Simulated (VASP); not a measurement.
Te2Mo, 21 atoms in the cell. The cell holds a wire or tube with vacuum around it, 21 atoms: a = 19.700 Å, b = 12.900 Å, c = 6.158 Å, α = 90.00°, β = 90.00°, γ = 90.00°. 

* Program: VASP 6.6.1
* Task: single point
* Functional: PBE
* Potentials or basis: VASP PAW PBE potentials, release 64 (Mo_sv, Te)
* Cutoff: 520 eV
* k mesh: 1 × 1 × 6
* Occupations: gaussian, width 0.05 eV
* Spin: no spin polarisation
* Dipole correction: no
* Further INCAR settings: LREAL = Auto; ALGO = Normal; EDIFF = 1e-06; NBANDS = 107

Potentials or basis: VASP PAW PBE potentials, release 64 (Mo_sv, Te).

Run with:

```sh
$ cat potpaw_PBE.64/Mo_sv/POTCAR potpaw_PBE.64/Te/POTCAR > POTCAR
$ mpirun -np 1 vasp_std > vasp.out
```

Hardware: 1 thread of Intel(R) Xeon(R) Platinum 8488C (Sapphire Rapids) (shared host).

Task: Estimate the wall time of this run.

Result: Wall time 24 min on 1 thread of Intel(R) Xeon(R) Platinum 8488C (Sapphire Rapids), on a shared host, peak memory 1.5 GiB. Counts: scf iterations 30, k points 4.
